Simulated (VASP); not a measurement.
# Ga (P6_3/mmc) in VASP: further runs

The runs below take Ga through single point, with PBE.

Everything below comes from runs of VASP 6.6.1. Logs are shortened: lines on timing, memory, paths and dates and some standing lists are left out, and cuts for length are marked.

## Step 1: The cell of the first run

It takes space group P6_3/mmc (No. 194, hexagonal). Conventional cell: a = 2.983 Å, b = 2.983 Å, c = 4.926 Å, α = 90.00°, β = 90.00°, γ = 120.00°. Ga (site symmetry -6m2) has 12 Ga at 2.98 to 3.01 Å within 3.9 Å.

## Step 2: Single point, PBE

Contents of INCAR:

```
ALGO = Normal ; EDIFF = 1E-6
ENCUT = 520 ; GGA = PE
ISIF = 2 ; ISMEAR = -1
LASPH = T ; LCHARG = F
LREAL = F ; LWAVE = F
NBANDS = 20 ; NELM = 100
PREC = Accurate ; SIGMA = 0.05
```

Contents of KPOINTS:

```
k-points
0
Gamma
  16 16 9
```

Contents of POSCAR:

```
Ga
1.0
    2.9828690315      0.0000000000      0.0000000000
   -1.4914345158      2.5832403574      0.0000000000
    0.0000000000      0.0000000000      4.9264340911
Ga
2
Direct
    0.3333333333      0.6666666667      0.2500000000
    0.6666666667      0.3333333333      0.7500000000
```

Potentials or basis: VASP PAW PBE potentials, release 64 (Ga_d).

Run with:

```sh
$ cat potpaw_PBE.64/Ga_d/POTCAR > POTCAR
$ mpirun -np 1 vasp_std > vasp.out
```

OUTCAR:

```text
EDIFF = 1E-6
   ENCUT = 520
   GGA = PE
   ISIF = 2
   ISMEAR = -1
   LASPH = T
   LREAL = F
   NELM = 100
   PREC = Accurate

 ion  position               nearest neighbor table
   1  0.333  0.667  0.250-
   2  0.667  0.333  0.750-

  LATTYP: Found a hexagonal cell.
 ALAT       =     2.9828690315
 C/A-ratio  =     1.6515757276

  Lattice vectors:

 A1 = (   2.9828690315,   0.0000000000,   0.0000000000)
 A2 = (  -1.4914345158,   2.5832403574,   0.0000000000)
 A3 = (   0.0000000000,   0.0000000000,   4.9264340911)

Analysis of symmetry for initial positions (statically):
=====================================================================
 Subroutine PRICEL returns:
 Original cell was already a primitive cell.

 Routine SETGRP: Setting up the symmetry group for a
 hexagonal supercell.

 Subroutine GETGRP returns: Found 24 space group operations
 (whereof 12 operations were pure point group operations)
 out of a pool of 24 trial point group operations.

The static configuration has the point symmetry D_3d.
 The point group associated with its full space group is D_6h.

Analysis of symmetry for dynamics (positions and initial velocities):
=====================================================================
 Subroutine PRICEL returns:
 Original cell was already a primitive cell.

 Routine SETGRP: Setting up the symmetry group for a
 hexagonal supercell.

 Subroutine GETGRP returns: Found 24 space group operations
 (whereof 12 operations were pure point group operations)
 out of a pool of 24 trial point group operations.

The dynamic configuration has the point symmetry D_3d.
 The point group associated with its full space group is D_6h.

 Subroutine INISYM returns: Found 24 space group operations
 (whereof 12 operations are pure point group operations),
 and found     1 'primitive' translations

----------------------------------------------------------------------------------------

                                     Primitive cell

[... 73 lines left out ...]
   number of dos      NEDOS =    301   number of ions     NIONS =      2
   total plane-waves  NPLWV =  23040
   dimension x,y,z NGX =    24 NGY =   24 NGZ =   40
   dimension x,y,z NGXF=    48 NGYF=   48 NGZF=   80
   ions per type =               2
   NGX,Y,Z   is equivalent  to a cutoff of  13.38, 13.38, 13.50 a.u.
   NGXF,Y,Z  is equivalent  to a cutoff of  26.75, 26.75, 27.00 a.u.
 SYSTEM =  unknown system
   PREC   = accura    normal or accurate (medium, high low for compatibility)
   ISTART =      0    job   : 0-new  1-cont  2-samecut
   ICHARG =      2    charge: 1-file 2-atom 10-const
   ISPIN  =      1    spin polarized calculation?
   LNONCOLLINEAR =      F non collinear calculations
   LSORBIT =      F    spin-orbit coupling
   LASPH  =      T    aspherical Exc in radial PAW
   ENCUT  =  520.0 eV  38.22 Ry    6.18 a.u.   5.55  5.55  9.16*2*pi/ulx,y,z
   NELM   =    100;   NELMIN=  2; NELMDL= -5     # of ELM steps
   EDIFF  = 0.1E-05   stopping-criterion for ELM
   LREAL  =      F    real-space projection
   EDIFFG = 0.1E-04   stopping-criterion for IOM
   NSW    =      0    number of steps for IOM
   IBRION =     -1    ionic relax: 0-MD 1-quasi-New 2-CG
   NFREE  =      0    steps in history (QN), initial steepest desc. (CG)
   ISIF   =      2    stress and relaxation
   ISYM   =      2    0-nonsym 1-usesym 2-fastsym
   POTIM  = 0.5000    time-step for ionic-motion
   TEBEG  =    0.0;   TEEND  =   0.0 temperature during run
   PSTRESS=    0.0 pullay stress
   NELECT =      26.0000    total number of electrons
   NUPDOWN=      -1.0000    fix difference up-down
   EMIN   =  10.00;   EMAX   =-10.00  energy-range for DOS
   EFERMI =   0.00;   METHOD = LEGACY
   ISMEAR =    -1;   SIGMA  =   0.05  broadening in eV -4-tet -1-fermi 0-gaus
   EFERMI_NEDOS =   21; number of points for ismear=-14 and -15
   IALGO  =     38    algorithm
   IMIX   =      4    mixing-type and parameters
     AMIX     =   0.40;   BMIX     =  1.00
     AMIX_MAG =   1.60;   BMIX_MAG =  1.00
  volume/ion in A,a.u.               =      18.98       128.08
  Fermi-wavevector in a.u.,A,eV,Ry     =   1.443074  2.727015 28.333639  2.082464
  Thomas-Fermi vector in A             =   2.561523
   LORBIT       =      0    0 simple, 1 ext, 2 COOP (PROOUT), +10 PAW based schemes
   GGA     = PE    functional components
   LHFCALC =     F    Hartree Fock is set to
   AEXX    =    0.0000 exact exchange contribution
   IVDW    =     0    specifies the selected vdW correction
   LEPSILON=     F    determine dielectric tensor
   LRPA    =     F    only Hartree local field effects (RPA)
 non-spin polarized calculation
  energy-cutoff  :      520.00
  volume of cell :       37.96
 maximum number of plane-waves:      1044
 NGX is ok and might be reduce to    24
   NGX = 11   NGY = 11   NGZ = 19

 number of electron      26.0000008 magnetization

 Free energy of the ion-electron system (eV)
  ---------------------------------------------------
  ext. energy  EPLUGINS =         0.00000000
  ---------------------------------------------------
  free energy    TOTEN  =        -5.76655504 eV

  energy without entropy =       -5.76088516  energy(sigma->0) =       -5.76372010

 E-fermi :   5.5214     XC(G=0): -10.9914

 val. band max:        5.5042642150   @ k =   0.3750   0.1875   0.2222
 cond. band min:       5.5228083510   @ k =   0.3125   0.3125   0.4444
 fundamental gap:      0.0185441360
 Fermi energy:         5.5213639207

 k-point     1 :       0.0000    0.0000    0.0000
  band No.  band energies     occupation
      1      -9.4669      2.00000
      2      -9.3992      2.00000
      3      -9.3754      2.00000
      4      -9.3754      2.00000
      5      -9.3546      2.00000
      6      -9.3546      2.00000
[... 541 lines left out ...]
     19      14.6809      0.00000
     20      19.8204      0.00000

 [... further k-points ...]
[... 5 lines left out ...]
  --------------------------------------------------------------------------------------
  -------------------------------------------------------------------------------------
  Total        0.0648812      0.0648812      0.0207713     -0.0000000      0.0000000      0.0000000
  in kB        2.7384049      2.7384049      0.8766840     -0.0000000      0.0000000      0.0000000
  external PRESSURE =       2.1178313 kB  Pullay stress =       0.0000000 kB

 VOLUME and BASIS-vectors are now :
 -----------------------------------------------------------------------------
  energy-cutoff  :      520.00
  volume of cell :       37.96
      direct lattice vectors                 reciprocal lattice vectors
     2.982869031  0.000000000  0.000000000     0.335247706  0.193555353  0.000000000
    -1.491434516  2.583240357  0.000000000     0.000000000  0.387110707  0.000000000
     0.000000000  0.000000000  4.926434091     0.000000000  0.000000000  0.202986578

 POSITION                                       TOTAL-FORCE (eV/Angst)
 -----------------------------------------------------------------------------------
     -0.00000      1.72216      1.23161         0.000000     -0.000000      0.000000
      1.49143      0.86108      3.69483        -0.000000      0.000000      0.000000
 -----------------------------------------------------------------------------------
    total drift:                               -0.000000      0.000000     -0.000000

  FREE ENERGIE OF THE ION-ELECTRON SYSTEM (eV)
  ---------------------------------------------------
  free  energy   TOTEN  =        -5.7665550389 eV

  energy  without entropy=       -5.7608851572  energy(sigma->0) =       -5.76372010
```

Wall time 27 s (1 thread of Intel Xeon 6975P-C (Granite Rapids), shared host); peak memory 0.21 GiB.

What came out:

- Free energy: -5.7666 eV
- Pressure: 0.2 GPa
- Band gap on the k mesh: zero (band 13 reaches 8.80 eV, above the bottom of band 14 at 2.76 eV)

Levels at points of the mesh, in eV from the Fermi level:
| k point | band 11 | band 12 | band 13 | band 14 | band 15 | band 16 |
| --- | --- | --- | --- | --- | --- | --- |
| (0.00, 0.00, 0.00) | -11.02 | -5.11 | -4.00 | 9.79 | 9.79 | 11.70 |
| (0.50, 0.00, 0.00) | -5.56 | -4.80 | 0.28 | 0.50 | 1.03 | 3.11 |

## Step 3: Single point, PBE

This run uses another cell than the first one, of 19.03 Å³/atom, 1.003 times its volume.

Contents of INCAR:

```
SYSTEM = Ga
PREC     = Accurate       ! precision mode
ENCUT    = 520            ! plane-wave cutoff, eV
EDIFF    = 1E-6           ! SCF threshold, eV
ISMEAR   = -1             ! smearing method
SIGMA    = 0.05           ! smearing width, eV
LREAL    = .FALSE.        ! projectors in reciprocal space
LASPH    = .TRUE.         ! aspherical terms in the spheres
NELM     = 100            ! most SCF steps
ALGO     = Normal         ! electronic algorithm
ISIF     = 2              ! what is computed and relaxed
LWAVE    = .FALSE.        ! write WAVECAR
LCHARG   = .FALSE.        ! write CHGCAR
GGA      = PE             ! functional
NBANDS   = 20             ! bands
```

Contents of KPOINTS:

```
regular mesh
0
G
  16 16 9
  0 0 0
```

Contents of POSCAR:

```
Ga
1.0
    2.9874227355      0.0000000000      0.0000000000
   -1.4937113678      2.5871839808      0.0000000000
    0.0000000000      0.0000000000      4.9255626940
Ga
2
Direct
    0.3333333333      0.6666666667      0.2500000000
    0.6666666667      0.3333333333      0.7500000000
```

Potentials or basis: VASP PAW PBE potentials, release 64 (Ga_d).

Run with:

```sh
$ cat potpaw_PBE.64/Ga_d/POTCAR > POTCAR
$ mpirun -np 1 vasp_std > vasp.out
```

OUTCAR:

```text
SYSTEM = Ga
   PREC = Accurate
   ENCUT = 520
   EDIFF = 1E-6
   ISMEAR = -1
   LREAL = .FALSE.
   LASPH = .TRUE.
   NELM = 100
   ISIF = 2
   GGA = PE

 ion  position               nearest neighbor table
   1  0.333  0.667  0.250-
   2  0.667  0.333  0.750-

  LATTYP: Found a hexagonal cell.
 ALAT       =     2.9874227355
 C/A-ratio  =     1.6487665557

  Lattice vectors:

 A1 = (   2.9874227355,   0.0000000000,   0.0000000000)
 A2 = (  -1.4937113678,   2.5871839808,   0.0000000000)
 A3 = (   0.0000000000,   0.0000000000,   4.9255626940)

Analysis of symmetry for initial positions (statically):
=====================================================================
 Subroutine PRICEL returns:
 Original cell was already a primitive cell.

 Routine SETGRP: Setting up the symmetry group for a
 hexagonal supercell.

 Subroutine GETGRP returns: Found 24 space group operations
 (whereof 12 operations were pure point group operations)
 out of a pool of 24 trial point group operations.

The static configuration has the point symmetry D_3d.
 The point group associated with its full space group is D_6h.

[... 151 lines left out ...]
 number of electron      26.0000007 magnetization

 Free energy of the ion-electron system (eV)
  ---------------------------------------------------
  ext. energy  EPLUGINS =         0.00000000
  ---------------------------------------------------
  free energy    TOTEN  =        -5.76665323 eV

  energy without entropy =       -5.76086503  energy(sigma->0) =       -5.76375913

 E-fermi :   5.4961     XC(G=0): -10.9771

 val. band max:        5.4922163567   @ k =   0.3750   0.1875   0.0000
 cond. band min:       5.4995610504   @ k =   0.3125   0.3125   0.4444
 fundamental gap:      0.0073446937
 Fermi energy:         5.4960834855

 k-point     1 :       0.0000    0.0000    0.0000
  band No.  band energies     occupation
      1      -9.4896      2.00000
      2      -9.4220      2.00000
      3      -9.3992      2.00000
      4      -9.3992      2.00000
      5      -9.3785      2.00000
      6      -9.3785      2.00000
[... 541 lines left out ...]
     19      14.6433      0.00000
     20      19.7426      0.00000

 [... further k-points ...]
[... 5 lines left out ...]
  --------------------------------------------------------------------------------------
  -------------------------------------------------------------------------------------
  Total        0.0218216      0.0218216      0.0131489     -0.0000000     -0.0000000      0.0000000
  in kB        0.9183709      0.9183709      0.5533746     -0.0000000     -0.0000000      0.0000000
  external PRESSURE =       0.7967054 kB  Pullay stress =       0.0000000 kB

 VOLUME and BASIS-vectors are now :
 -----------------------------------------------------------------------------
  energy-cutoff  :      520.00
  volume of cell :       38.07
      direct lattice vectors                 reciprocal lattice vectors
     2.987422736  0.000000000  0.000000000     0.334736691  0.193260318  0.000000000
    -1.493711368  2.587183981  0.000000000     0.000000000  0.386520637  0.000000000
     0.000000000  0.000000000  4.925562694     0.000000000  0.000000000  0.203022489

 POSITION                                       TOTAL-FORCE (eV/Angst)
 -----------------------------------------------------------------------------------
     -0.00000      1.72479      1.23139        -0.000000      0.000000     -0.000000
      1.49371      0.86239      3.69417         0.000000     -0.000000      0.000000
 -----------------------------------------------------------------------------------
    total drift:                                0.000000     -0.000000      0.000000

  FREE ENERGIE OF THE ION-ELECTRON SYSTEM (eV)
  ---------------------------------------------------
  free  energy   TOTEN  =        -5.7666532344 eV

  energy  without entropy=       -5.7608650306  energy(sigma->0) =       -5.76375913
```

Wall time 27 s (1 thread of Intel Xeon 6975P-C (Granite Rapids), shared host); peak memory 0.22 GiB.

Results:

| Quantity | Value |
| --- | --- |
| Free energy | -5.7667 eV |
| Pressure | 0.1 GPa |
| Band gap on the k mesh | zero (band 13 reaches 8.78 eV, above the bottom of band 14 at 2.74 eV) |
